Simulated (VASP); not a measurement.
# AlCo (Pm-3m) in VASP: further runs, part 2 of 2

VASP 6.6.1.

## 6. Single point, PBE (volume scaled by 0.97)

INCAR reads:

```
PREC = Accurate ; ENCUT = 520
EDIFF = 1E-6 ; ISMEAR = 0
SIGMA = 0.1 ; LREAL = False
LASPH = True ; NELM = 60
ALGO = Fast ; ISIF = 2
LWAVE = False ; LCHARG = False
GGA = PE ; NBANDS = 13
```

KPOINTS reads:

```
regular mesh
0
Gamma
  20 20 20
```

POSCAR reads:

```
AlCo
1.0
    2.8233500014      0.0000000000      0.0000000000
    0.0000000000      2.8233500014      0.0000000000
    0.0000000000      0.0000000000      2.8233500014
Al Co
1 1
Direct
    0.0000000000      0.0000000000      0.0000000000
    0.5000000000      0.5000000000      0.5000000000
```

Potentials or basis: VASP PAW PBE potentials, release 64 (Al, Co).

Started as:

```sh
$ cat potpaw_PBE.64/Al/POTCAR potpaw_PBE.64/Co/POTCAR > POTCAR
$ mpirun -np 1 vasp_std > vasp.out
```

OUTCAR:

```text
PREC = Accurate
   ENCUT = 520
   EDIFF = 1E-6
   ISMEAR = 0
   LREAL = False
   LASPH = True
   NELM = 60
   ISIF = 2
   GGA = PE

 ion  position               nearest neighbor table
   1  0.000  0.000  0.000-   2 2.45   2 2.45   2 2.45   2 2.45   2 2.45   2 2.45   2 2.45   2 2.45

   2  0.500  0.500  0.500-   1 2.45   1 2.45   1 2.45   1 2.45   1 2.45   1 2.45   1 2.45   1 2.45

  LATTYP: Found a simple cubic cell.
 ALAT       =     2.8233500014

  Lattice vectors:

 A1 = (   2.8233500014,   0.0000000000,   0.0000000000)
 A2 = (   0.0000000000,   2.8233500014,   0.0000000000)
 A3 = (   0.0000000000,   0.0000000000,   2.8233500014)

Analysis of symmetry for initial positions (statically):
=====================================================================
 Subroutine PRICEL returns:
 Original cell was already a primitive cell.

 Routine SETGRP: Setting up the symmetry group for a
 simple cubic supercell.

 Subroutine GETGRP returns: Found 48 space group operations
 (whereof 48 operations were pure point group operations)
 out of a pool of 48 trial point group operations.

The static configuration has the point symmetry O_h .

Analysis of symmetry for dynamics (positions and initial velocities):
[... 170 lines left out ...]
      1      -0.3096      2.00000
      2       7.8696      2.00000
      3       7.8696      2.00000
      4      10.0811      2.00000
      5      10.0811      2.00000
      6      10.0811      2.00000
      7      17.0670      0.00000
      8      17.0670      0.00000
      9      17.0670      0.00000
     10      19.8083      0.00000
     11      19.8083      0.00000
     12      26.6670      0.00000
     13      32.9278      0.00000
[... 354 lines left out ...]
  band No.  band energies     occupation
      1       0.6444      2.00000
      2       7.7416      2.00000
      3       8.0676      2.00000
      4       9.5943      2.00000
      5       9.7396      2.00000
      6      10.0286      2.00000
      7      13.5449      0.00000
      8      16.4276      0.00000
      9      18.3361      0.00000
     10      20.6615      0.00000
     11      23.7933      0.00000
     12      26.9495      0.00000
     13      28.7932      0.00000

 [... further k-points ...]
[... 5 lines left out ...]
  --------------------------------------------------------------------------------------
  -------------------------------------------------------------------------------------
  Total        0.7624478      0.7624478      0.7624478     -0.0000000     -0.0000000      0.0000000
  in kB       54.2783351     54.2783351     54.2783351     -0.0000000     -0.0000000      0.0000000
  external PRESSURE =      54.2783351 kB  Pullay stress =       0.0000000 kB

 VOLUME and BASIS-vectors are now :
 -----------------------------------------------------------------------------
  energy-cutoff  :      520.00
  volume of cell :       22.51
      direct lattice vectors                 reciprocal lattice vectors
     2.823350001  0.000000000  0.000000000     0.354189172  0.000000000  0.000000000
     0.000000000  2.823350001  0.000000000     0.000000000  0.354189172  0.000000000
     0.000000000  0.000000000  2.823350001     0.000000000  0.000000000  0.354189172

 POSITION                                       TOTAL-FORCE (eV/Angst)
 -----------------------------------------------------------------------------------
      0.00000      0.00000      0.00000         0.000000      0.000000      0.000000
      1.41168      1.41168      1.41168         0.000000      0.000000      0.000000
 -----------------------------------------------------------------------------------
    total drift:                                0.000000     -0.000000     -0.000000

  FREE ENERGIE OF THE ION-ELECTRON SYSTEM (eV)
  ---------------------------------------------------
  free  energy   TOTEN  =       -11.9788936616 eV

  energy  without entropy=      -11.9754982992  energy(sigma->0) =      -11.97719598
```

OSZICAR:

```text
N       E                     dE             d eps       ncg     rms          rms(c)
DAV:   1     0.361835514601E+02    0.36184E+02   -0.52109E+03  7537   0.968E+02
DAV:   2    -0.120302949100E+02   -0.48214E+02   -0.44012E+02  7821   0.172E+02
DAV:   3    -0.136391207947E+02   -0.16088E+01   -0.15988E+01  9019   0.362E+01
DAV:   4    -0.136631079166E+02   -0.23987E-01   -0.23981E-01  8776   0.404E+00
DAV:   5    -0.136639352605E+02   -0.82734E-03   -0.82733E-03  9329   0.804E-01    0.127E+01
RMM:   6    -0.162215209497E+02   -0.25576E+01   -0.15449E+01  8796   0.506E+01    0.179E+01
RMM:   7    -0.120078050917E+02    0.42137E+01   -0.46435E+00  7970   0.268E+01    0.264E+00
RMM:   8    -0.119892057581E+02    0.18599E-01   -0.30091E-02  8270   0.137E+00    0.104E+00
RMM:   9    -0.119959901722E+02   -0.67844E-02   -0.39074E-02  8841   0.177E+00    0.115E+00
RMM:  10    -0.119788499765E+02    0.17140E-01   -0.16611E-02  8722   0.174E+00    0.132E-01
RMM:  11    -0.119789987540E+02   -0.14878E-03   -0.80505E-04  9707   0.203E-01    0.115E-01
RMM:  12    -0.119788856953E+02    0.11306E-03   -0.29333E-04 10319   0.151E-01    0.180E-02
RMM:  13    -0.119788960002E+02   -0.10305E-04   -0.70701E-05 10222   0.598E-02    0.256E-02
RMM:  14    -0.119788931690E+02    0.28312E-05   -0.12713E-05  9883   0.334E-02    0.497E-03
RMM:  15    -0.119788936616E+02   -0.49266E-06   -0.42319E-06  8522   0.169E-02
   1 F= -.11978894E+02 E0= -.11977196E+02  d E =-.339536E-02
```

stdout:

```text
POSCAR found type information on POSCAR AlCo
 POSCAR found :  2 types and       2 ions
 scaLAPACK will be used
 LDA part: xc-table for (Slater+PW92), standard interpolation
 POSCAR, INCAR and KPOINTS ok, starting setup
 FFT: planning ... GRIDC
 FFT: planning ... GRID_SOFT
 FFT: planning ... GRID
 WAVECAR not read
 entering main loop
```

Wall time 79 s (1 thread of Intel Xeon 8259CL, shared host); peak memory 0.21 GiB.

What came out:

```yaml
Free_energy: -11.9789 eV
Pressure: 5.4 GPa
Band_gap_on_the_k_mesh: zero (band 6 reaches 13.35 eV, above the bottom of band 7 at 10.71 eV)
```

Levels at points of the mesh, in eV from the Fermi level:
```
           k point  band 4  band 5  band 6  band 7  band 8  band 9
(0.00, 0.00, 0.00)   -0.89   -0.89   -0.89    6.10    6.10    6.10
(0.50, 0.00, 0.00)   -1.79   -1.79   -0.77    0.18    8.42   10.76
(0.50, 0.50, 0.00)   -2.75   -1.58   -1.58   -0.26    2.50    3.61
(0.50, 0.50, 0.50)   -0.22   -0.22    2.38    2.38    2.38    4.36
```

 Spin polarisation is off, so any magnetic state and its effect on volume and gap are missing.

## 7. Summary

| spin | cell | k mesh | further INCAR settings | gap on the mesh (eV) | pressure (GPa) |
| --- | --- | --- | --- | --- | --- |
| collinear, ferromagnetic start | a = 2.853 Å, 2 atoms | 6 × 6 × 6 | ALGO = Fast; EDIFF = 1e-07; NBANDS = 17 | none | 0.5 |
| off | a = 2.733 Å, 2 atoms | 20 × 20 × 20 | ALGO = Fast; EDIFF = 1e-07; NBANDS = 13 | none | 29.7 |
| off | a = 2.764 Å, 2 atoms | 20 × 20 × 20 | ALGO = Fast; EDIFF = 1e-06; NBANDS = 13 | none | 20.2 |
| off | a = 2.794 Å, 2 atoms | 20 × 20 × 20 | ALGO = Fast; EDIFF = 1e-06; NBANDS = 13 | none | 12.2 |
| off | a = 2.823 Å, 2 atoms | 20 × 20 × 20 | ALGO = Fast; EDIFF = 1e-06; NBANDS = 13 | none | 5.4 |

Alike in all rows: task single point; level PBE; potentials or basis VASP PAW PBE potentials, release 64 (Al, Co); cutoff (eV) 520; smearing gaussian 0.1 eV.

Caveats: some runs use coarse meshes.

Absolute energies hang on the potentials; compare differences alone.
